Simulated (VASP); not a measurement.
Runs of VASP 6.6.1 on Cu3Pt. The structure is that of space group Pm-3m (No. 221), or close to it. The cells are those of the table. 

```tsv
task	cell	gap on the mesh (eV)	pressure (GPa)
electric field gradients	a = 3.634 Å, 4 atoms	none	0.1
electric field gradients	a = 3.710 Å, angles 89.4°, 4 atoms	none	(a)
single point	a = 3.698 Å, 4 atoms	none	-9.7
electric field gradients	a = 3.698 Å, 4 atoms	none	-9.7
```

Alike in all rows: level LDA; potentials or basis VASP PAW LDA potentials, release 64 (Cu, Pt); no spin polarisation; k mesh 9 × 9 × 9; cutoff (eV) 520; smearing fermi-dirac 0.05 eV.

Question: Fill in the values left out.

Answer: (a) -11.2.

Caveats: spin-orbit coupling is left out, which moves the levels of the heavy elements.

A k mesh can miss the band edges, and the runs leave out spin-orbit coupling on Pt.

A gap of «none» marks levels without a gap at the run's occupations.
